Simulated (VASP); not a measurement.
# V (Im-3m) in VASP: further runs, part 2 of 2

VASP 6.6.1. Earlier steps stand in the parts before.

**3. Single point, revPBE (volume scaled by 0.92)**

Input file INCAR:

```
SYSTEM = V
PREC = Accurate
ENCUT = 520
EDIFF = 1E-7
ISMEAR = -1
SIGMA = 0.1
LREAL = .False.
LASPH = .True.
NELM = 100
ALGO = Normal
ISIF = 2
LWAVE = .False.
LCHARG = .True.
GGA = RE
LELF = .True.
LVHAR = .True.
NBANDS = 12
```

Input file KPOINTS:

```
Automatic mesh
0
Gamma
  24 24 24
  0 0 0
```

Input file POSCAR:

```
V
1.0
   -1.4665644928      1.4665644928      1.4665644928
    1.4665644928     -1.4665644928      1.4665644928
    1.4665644928      1.4665644928     -1.4665644928
V
1
Direct
    0.0000000000      0.0000000000      0.0000000000
```

Potentials or basis: VASP PAW PBE potentials, release 64 (V_sv).

Started as:

```
> cat potpaw_PBE.64/V_sv/POTCAR > POTCAR
> mpirun -np 1 vasp_std > vasp.out
```

OUTCAR:

```text
SYSTEM = V
   PREC = Accurate
   ENCUT = 520
   EDIFF = 1E-7
   ISMEAR = -1
   LREAL = .False.
   LASPH = .True.
   NELM = 100
   ISIF = 2
   GGA = RE

 ion  position               nearest neighbor table
   1  0.000  0.000  0.000-

  LATTYP: Found a body centered cubic cell.
 ALAT       =     2.9331289856

  Lattice vectors:

 A1 = (  -1.4665644928,   1.4665644928,   1.4665644928)
 A2 = (   1.4665644928,  -1.4665644928,   1.4665644928)
[... 529 lines left out ...]
      3     -26.5923      2.00000
      4     -26.2677      2.00000
      5       7.2732      2.00000
      6       9.3854      1.99999
      7      12.2440      0.00000
      8      13.2474      0.00000
      9      13.7585      0.00000
     10      15.2069      0.00000
     11      21.7045      0.00000
     12      26.9863      0.00000

 [... further k-points ...]
[... 5 lines left out ...]
  --------------------------------------------------------------------------------------
  -------------------------------------------------------------------------------------
  Total        1.3654640      1.3654640      1.3654640      0.0000000      0.0000000     -0.0000000
  in kB      173.3913235    173.3913235    173.3913235      0.0000000      0.0000000     -0.0000000
  external PRESSURE =     173.3913235 kB  Pullay stress =       0.0000000 kB

 VOLUME and BASIS-vectors are now :
 -----------------------------------------------------------------------------
  energy-cutoff  :      520.00
  volume of cell :       12.62
      direct lattice vectors                 reciprocal lattice vectors
    -1.466564493  1.466564493  1.466564493     0.000000000  0.340932842  0.340932842
     1.466564493 -1.466564493  1.466564493     0.340932842  0.000000000  0.340932842
     1.466564493  1.466564493 -1.466564493     0.340932842  0.340932842  0.000000000

 POSITION                                       TOTAL-FORCE (eV/Angst)
 -----------------------------------------------------------------------------------
      0.00000      0.00000      0.00000         0.000000      0.000000     -0.000000
 -----------------------------------------------------------------------------------
    total drift:                                0.000000     -0.000000      0.000000

  FREE ENERGIE OF THE ION-ELECTRON SYSTEM (eV)
  ---------------------------------------------------
  free  energy   TOTEN  =        -8.5835263910 eV

  energy  without entropy=       -8.5307311367  energy(sigma->0) =       -8.55712876
```

OSZICAR:

```text
N       E                     dE             d eps       ncg     rms          rms(c)
DAV:   1     0.912530646767E+02    0.91253E+02   -0.70249E+03  9936   0.120E+03
DAV:   2    -0.851349633144E+01   -0.99767E+02   -0.96769E+02 10144   0.334E+02
DAV:   3    -0.980165357230E+01   -0.12882E+01   -0.12837E+01 10980   0.440E+01
DAV:   4    -0.980805934216E+01   -0.64058E-02   -0.64057E-02 10704   0.329E+00
DAV:   5    -0.980813431537E+01   -0.74973E-04   -0.74973E-04 10864   0.335E-01    0.198E+01
DAV:   6    -0.860854237552E+01    0.11996E+01   -0.26286E+00 10328   0.274E+01    0.256E+00
DAV:   7    -0.859003772673E+01    0.18505E-01   -0.23147E-02 10588   0.181E+00    0.120E+00
DAV:   8    -0.858348907664E+01    0.65487E-02   -0.49722E-03 10272   0.104E+00    0.474E-02
DAV:   9    -0.858352177040E+01   -0.32694E-04   -0.70840E-05 10540   0.121E-01    0.301E-02
DAV:  10    -0.858352544256E+01   -0.36722E-05   -0.73666E-06 10340   0.320E-02    0.357E-03
DAV:  11    -0.858352596340E+01   -0.52083E-06   -0.16388E-07 10312   0.665E-03    0.708E-04
DAV:  12    -0.858352633260E+01   -0.36920E-06   -0.13427E-08  5180   0.172E-03    0.509E-04
DAV:  13    -0.858352639099E+01   -0.58394E-07   -0.20237E-09  5092   0.704E-04
   1 F= -.85835264E+01 E0= -.85571288E+01  d E =-.527953E-01
```

stdout:

```text
POSCAR found type information on POSCAR V
 POSCAR found :  1 types and       1 ions
 scaLAPACK will be used
 -----------------------------------------------------------------------------
|                                                                             |
|                                                                             |
|     You enforced a specific xc type in the INCAR file but a different       |
|     I HOPE YOU KNOW WHAT YOU ARE DOING!                                     |
|                                                                             |
 -----------------------------------------------------------------------------

 LDA part: xc-table for (Slater+PW92), standard interpolation
 POSCAR, INCAR and KPOINTS ok, starting setup
 FFT: planning ... GRIDC
 FFT: planning ... GRID_SOFT
 FFT: planning ... GRID
 WAVECAR not read
 entering main loop
```

It took 2 min on 1 thread of AMD EPYC 7R13, shared host; peak memory 0.14 GiB.

Results:

| Item | Value |
| --- | --- |
| Free energy | -8.5835 eV |
| Pressure | 17.3 GPa |

Caveat: the cell differs from its parent crystal (volume scaled by 0.92); the PAW data sets were made with another functional, which shifts forces and pressure a little.

**4. Single point, revPBE (volume scaled by 0.96)**

Input file INCAR:

```
SYSTEM = V
  PREC = Accurate
  ENCUT = 520
  EDIFF = 1E-7
  ISMEAR = -1
  SIGMA = 0.1
  LREAL = .FALSE.
  LASPH = .TRUE.
  NELM = 60
  ALGO = Normal
  ISIF = 2
  LWAVE = .FALSE.
  LCHARG = .FALSE.
  GGA = RE
  NBANDS = 12
```

Input file KPOINTS:

```
regular mesh
0
G
  24 24 24
  0 0 0
```

Input file POSCAR:

```
V
1.0
   -1.4875182451      1.4875182451      1.4875182451
    1.4875182451     -1.4875182451      1.4875182451
    1.4875182451      1.4875182451     -1.4875182451
V
1
Direct
    0.0000000000      0.0000000000      0.0000000000
```

Potentials or basis: VASP PAW PBE potentials, release 64 (V_sv).

Started as:

```
> cat potpaw_PBE.64/V_sv/POTCAR > POTCAR
> mpirun -np 1 vasp_std > vasp.out
```

OUTCAR:

```text
SYSTEM = V
   PREC = Accurate
   ENCUT = 520
   EDIFF = 1E-7
   ISMEAR = -1
   LREAL = .FALSE.
   LASPH = .TRUE.
   NELM = 60
   ISIF = 2
   GGA = RE

 ion  position               nearest neighbor table
   1  0.000  0.000  0.000-

  LATTYP: Found a body centered cubic cell.
 ALAT       =     2.9750364902

  Lattice vectors:

 A1 = (  -1.4875182451,   1.4875182451,   1.4875182451)
 A2 = (   1.4875182451,  -1.4875182451,   1.4875182451)
[... 529 lines left out ...]
      3     -27.2286      2.00000
      4     -26.9408      2.00000
      5       6.8711      2.00000
      6       8.9228      1.99998
      7      11.5436      0.00000
      8      12.5660      0.00000
      9      13.0460      0.00000
     10      14.4100      0.00000
     11      20.5974      0.00000
     12      26.1033      0.00000

 [... further k-points ...]
[... 5 lines left out ...]
  --------------------------------------------------------------------------------------
  -------------------------------------------------------------------------------------
  Total        0.6555263      0.6555263      0.6555263      0.0000000      0.0000000      0.0000000
  in kB       79.7726166     79.7726166     79.7726166      0.0000000      0.0000000      0.0000000
  external PRESSURE =      79.7726166 kB  Pullay stress =       0.0000000 kB

 VOLUME and BASIS-vectors are now :
 -----------------------------------------------------------------------------
  energy-cutoff  :      520.00
  volume of cell :       13.17
      direct lattice vectors                 reciprocal lattice vectors
    -1.487518245  1.487518245  1.487518245     0.000000000  0.336130331  0.336130331
     1.487518245 -1.487518245  1.487518245     0.336130331  0.000000000  0.336130331
     1.487518245  1.487518245 -1.487518245     0.336130331  0.336130331  0.000000000

 POSITION                                       TOTAL-FORCE (eV/Angst)
 -----------------------------------------------------------------------------------
      0.00000      0.00000      0.00000         0.000000     -0.000000     -0.000000
 -----------------------------------------------------------------------------------
    total drift:                                0.000000     -0.000000      0.000000

  FREE ENERGIE OF THE ION-ELECTRON SYSTEM (eV)
  ---------------------------------------------------
  free  energy   TOTEN  =        -8.6265879291 eV

  energy  without entropy=       -8.5712578109  energy(sigma->0) =       -8.59892287
```

OSZICAR:

```text
N       E                     dE             d eps       ncg     rms          rms(c)
DAV:   1     0.916792093532E+02    0.91679E+02   -0.71009E+03  9968   0.119E+03
DAV:   2    -0.863967382022E+01   -0.10032E+03   -0.97408E+02 10152   0.333E+02
DAV:   3    -0.992384756166E+01   -0.12842E+01   -0.12811E+01 10940   0.439E+01
DAV:   4    -0.993027800386E+01   -0.64304E-02   -0.64304E-02 10688   0.330E+00
DAV:   5    -0.993035593041E+01   -0.77927E-04   -0.77928E-04 10824   0.342E-01    0.186E+01
DAV:   6    -0.864899110361E+01    0.12814E+01   -0.29176E+00 10296   0.286E+01    0.189E+00
DAV:   7    -0.863339962043E+01    0.15591E-01   -0.23777E-02 10476   0.182E+00    0.106E+00
DAV:   8    -0.862653103062E+01    0.68686E-02   -0.45782E-03 10532   0.999E-01    0.645E-02
DAV:   9    -0.862658370113E+01   -0.52671E-04   -0.12343E-04 10232   0.160E-01    0.300E-02
DAV:  10    -0.862658678753E+01   -0.30864E-05   -0.11625E-05 10512   0.464E-02    0.646E-03
DAV:  11    -0.862658745520E+01   -0.66767E-06   -0.65814E-07 10520   0.136E-02    0.962E-04
DAV:  12    -0.862658778889E+01   -0.33369E-06   -0.12828E-08  5448   0.172E-03    0.773E-04
DAV:  13    -0.862658793477E+01   -0.14588E-06   -0.45379E-09  5080   0.107E-03    0.919E-05
DAV:  14    -0.862658792908E+01    0.56916E-08   -0.43247E-10  5040   0.362E-04
   1 F= -.86265879E+01 E0= -.85989229E+01  d E =-.553301E-01
```

stdout:

```text
POSCAR found type information on POSCAR V
 POSCAR found :  1 types and       1 ions
 scaLAPACK will be used
 -----------------------------------------------------------------------------
|                                                                             |
|                                                                             |
|     You enforced a specific xc type in the INCAR file but a different       |
|     I HOPE YOU KNOW WHAT YOU ARE DOING!                                     |
|                                                                             |
 -----------------------------------------------------------------------------

 LDA part: xc-table for (Slater+PW92), standard interpolation
 POSCAR, INCAR and KPOINTS ok, starting setup
 FFT: planning ... GRIDC
 FFT: planning ... GRID_SOFT
 FFT: planning ... GRID
 WAVECAR not read
 entering main loop
```

Run time: 2.1 min. Hardware: 1 thread of AMD EPYC 7R13, shared host; peak memory 0.14 GiB.

Results:

- Free energy: -8.6266 eV
- Pressure: 8.0 GPa

Levels at points of the mesh, in eV from the Fermi level:
```csv
k point,band 3,band 4,band 5,band 6,band 7,band 8,band 9,band 10,band 11,band 12
"(0.00, 0.00, 0.00)",-37.02,-37.02,-6.66,0.40,0.40,0.40,2.48,2.48,20.63,20.63
"(0.50, 0.00, 0.00)",-37.32,-37.03,-3.27,-1.19,1.68,2.48,2.85,4.22,10.44,16.03
"(0.50, 0.50, 0.50)",-37.68,-37.68,-3.12,-3.12,3.81,3.81,3.81,10.41,10.41,10.41
```

Caveat: the cell differs from its parent crystal (volume scaled by 0.96); the PAW data sets were made with another functional, which shifts forces and pressure a little.

**5. Single point, revPBE**

This run uses another cell than the first one, of 13.71 Å³/atom, 1.136 times its volume.

Input file INCAR:

```
ALGO = Normal
EDIFF = 1E-6
ENCUT = 520
GGA = RE
ISIF = 2
ISMEAR = -1
LASPH = True
LCHARG = True
LELF = True
LREAL = False
LVHAR = True
LWAVE = False
NBANDS = 12
NELM = 100
PREC = Accurate
SIGMA = 0.1
```

Input file KPOINTS:

```
k-points
0
Gamma
  24 24 24
```

Input file POSCAR:

```
V
1.0
   -1.5078977398      1.5078977398      1.5078977398
    1.5078977398     -1.5078977398      1.5078977398
    1.5078977398      1.5078977398     -1.5078977398
V
1
Direct
    0.0000000000      0.0000000000      0.0000000000
```

Potentials or basis: VASP PAW PBE potentials, release 64 (V_sv).

Started as:

```
> cat potpaw_PBE.64/V_sv/POTCAR > POTCAR
> mpirun -np 1 vasp_std > vasp.out
```

OUTCAR:

```text
EDIFF = 1E-6
   ENCUT = 520
   GGA = RE
   ISIF = 2
   ISMEAR = -1
   LASPH = True
   LREAL = False
   NELM = 100
   PREC = Accurate

 ion  position               nearest neighbor table
   1  0.000  0.000  0.000-

  LATTYP: Found a body centered cubic cell.
 ALAT       =     3.0157954796

  Lattice vectors:

 A1 = (  -1.5078977398,   1.5078977398,   1.5078977398)
 A2 = (   1.5078977398,  -1.5078977398,   1.5078977398)
 A3 = (   1.5078977398,   1.5078977398,  -1.5078977398)

Analysis of symmetry for initial positions (statically):
=====================================================================
 Subroutine PRICEL returns:
 Original cell was already a primitive cell.

 Routine SETGRP: Setting up the symmetry group for a
 body centered cubic supercell.

 Subroutine GETGRP returns: Found 48 space group operations
 (whereof 48 operations were pure point group operations)
 out of a pool of 48 trial point group operations.

The static configuration has the point symmetry O_h .

Analysis of symmetry for dynamics (positions and initial velocities):
[... 156 lines left out ...]
 E-fermi :   9.5858     XC(G=0): -12.7199

 val. band max:        9.5759373466   @ k =   0.5000   0.5000   0.1250
 cond. band min:       9.5890211220   @ k =  -0.2500   0.2500   0.1250
 fundamental gap:      0.0130837753
 Fermi energy:         9.5858438795

 k-point     1 :       0.0000    0.0000    0.0000
  band No.  band energies     occupation
      1     -54.2723      2.00000
      2     -27.5515      2.00000
      3     -27.5515      2.00000
      4     -27.5515      2.00000
      5       3.0119      2.00000
      6       9.9813      0.03762
      7       9.9813      0.03762
      8       9.9813      0.03762
      9      11.9496      0.00000
     10      11.9496      0.00000
     11      29.8950      0.00000
     12      29.8950      0.00000
[... 331 lines left out ...]
 k-point    24 :       0.4583    0.0417    0.0000
  band No.  band energies     occupation
      1     -54.0897      2.00000
      2     -28.3881      2.00000
      3     -27.8195      2.00000
      4     -27.5634      2.00000
      5       6.4977      2.00000
      6       8.4909      1.99996
      7      10.9053      0.00000
      8      11.9348      0.00000
      9      12.3873      0.00000
     10      13.6742      0.00000
     11      19.5778      0.00000
     12      25.2772      0.00000

 [... further k-points ...]
[... 5 lines left out ...]
  --------------------------------------------------------------------------------------
  -------------------------------------------------------------------------------------
  Total        0.0260466      0.0260466      0.0260466      0.0000000      0.0000000      0.0000000
  in kB        3.0428908      3.0428908      3.0428908      0.0000000      0.0000000      0.0000000
  external PRESSURE =       3.0428908 kB  Pullay stress =       0.0000000 kB

 VOLUME and BASIS-vectors are now :
 -----------------------------------------------------------------------------
  energy-cutoff  :      520.00
  volume of cell :       13.71
      direct lattice vectors                 reciprocal lattice vectors
    -1.507897740  1.507897740  1.507897740     0.000000000  0.331587472  0.331587472
     1.507897740 -1.507897740  1.507897740     0.331587472  0.000000000  0.331587472
     1.507897740  1.507897740 -1.507897740     0.331587472  0.331587472  0.000000000

 POSITION                                       TOTAL-FORCE (eV/Angst)
 -----------------------------------------------------------------------------------
      0.00000      0.00000      0.00000         0.000000      0.000000      0.000000
 -----------------------------------------------------------------------------------
    total drift:                                0.000000     -0.000000      0.000000

  FREE ENERGIE OF THE ION-ELECTRON SYSTEM (eV)
  ---------------------------------------------------
  free  energy   TOTEN  =        -8.6405267200 eV

  energy  without entropy=       -8.5825946617  energy(sigma->0) =       -8.61156069
```

OSZICAR:

```text
N       E                     dE             d eps       ncg     rms          rms(c)
DAV:   1     0.916627101771E+02    0.91663E+02   -0.70846E+03  9964   0.118E+03
DAV:   2    -0.869456327001E+01   -0.10036E+03   -0.97406E+02 10132   0.331E+02
DAV:   3    -0.100115025545E+02   -0.13169E+01   -0.13138E+01 11072   0.442E+01
DAV:   4    -0.100183634339E+02   -0.68609E-02   -0.68608E-02 10604   0.339E+00
DAV:   5    -0.100184476267E+02   -0.84193E-04   -0.84194E-04 10944   0.354E-01    0.176E+01
DAV:   6    -0.866137734978E+01    0.13571E+01   -0.32103E+00 10300   0.296E+01    0.146E+00
DAV:   7    -0.864761747657E+01    0.13760E-01   -0.28879E-02 10380   0.214E+00    0.942E-01
DAV:   8    -0.864046555660E+01    0.71519E-02   -0.45851E-03 10684   0.100E+00    0.845E-02
DAV:   9    -0.864052292281E+01   -0.57366E-04   -0.20019E-04 10132   0.206E-01    0.312E-02
DAV:  10    -0.864052604305E+01   -0.31202E-05   -0.17373E-05 10548   0.617E-02    0.889E-03
DAV:  11    -0.864052671996E+01   -0.67691E-06   -0.15397E-06  9920   0.207E-02
   1 F= -.86405267E+01 E0= -.86115607E+01  d E =-.579321E-01
```

Wall time 1.9 min (1 thread of AMD EPYC 7R13, shared host); peak memory 0.15 GiB.

What came out:

| Property | Result |
| --- | --- |
| Free energy | -8.6405 eV |
| Pressure | 0.3 GPa |

Levels at points of the mesh, in eV from the Fermi level:
```tsv
k point	band 4	band 5	band 6	band 7	band 8	band 9	band 10	band 11
(0.00, 0.00, 0.00)	-37.14	-6.57	0.40	0.40	0.40	2.36	2.36	20.31
(0.50, 0.00, 0.00)	-37.14	-3.13	-1.11	1.54	2.36	2.71	4.00	9.93
(0.50, 0.50, 0.50)	-37.72	-2.93	-2.93	3.62	3.62	3.62	10.02	10.02
```

Caveat: the PAW data sets were made with another functional, which shifts forces and pressure a little.

**6. The runs side by side**

| cell | gap on the mesh (eV) | pressure (GPa) |
| --- | --- | --- |
| a = 2.503 Å, angles 109.5°, 1 atom | none | 28.7 |
| a = 2.540 Å, angles 109.5°, 1 atom | none | 17.3 |
| a = 2.576 Å, angles 109.5°, 1 atom | none | 8.0 |
| a = 2.612 Å, angles 109.5°, 1 atom | none | 0.3 |

Alike in all rows: task single point; level revPBE; potentials or basis VASP PAW PBE potentials, release 64 (V_sv); no spin polarisation; k mesh 24 × 24 × 24; cutoff (eV) 520; smearing fermi-dirac 0.1 eV.

Caveats: the PAW data sets were made with another functional, which shifts forces and pressure a little.

Total energies depend on the potentials used, so only differences within one code and one set of settings carry meaning.
